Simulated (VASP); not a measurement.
Sc:

```
CELL_PARAMETERS angstrom
3.30900 0.00000 0.00000
-1.65450 2.86568 0.00000
0.00000 0.00000 5.27330
ATOMIC_POSITIONS crystal
Sc 0.33333 0.66667 0.25000
Sc 0.66667 0.33333 0.75000
```

* Program: VASP 6.6.1
* Task: relaxation of volume and atoms at fixed shape
* Functional: LDA
* Potentials or basis: VASP PAW LDA potentials, release 64 (Sc_sv)
* Cutoff: 600 eV
* k mesh: 14 × 14 × 8
* Occupations: fermi-dirac, width 0.05 eV
* Spin: no spin polarisation

At the start: pressure -5.2 GPa; volume 25.00 Å³/atom.

Task: How do energy, volume and symmetry change on relaxing?

Result: Over 3 steps the energy falls by 42.1 meV/atom and the volume is 22.60 Å³/atom (-9.6 %); space group P6_3/mmc (No. 194, to 0.1 Å) before and after.

The path:
```
step  energy change (eV)  largest force (eV/Å)  pressure (GPa)  volume (Å³)
   1              0.0000                0.0000           -5.24        50.00
   2             -0.0807                0.0000            1.25        44.31
   3             -0.0842                0.0000            0.05        45.19
```

Final structure:
```
Sc
1.0
     3.19927    0.00000    0.00000
    -1.59963    2.77065    0.00000
     0.00000    0.00000    5.09843
Sc
2
Cartesian
  0.0000 1.8471 1.2746
  1.5996 0.9235 3.8238
```
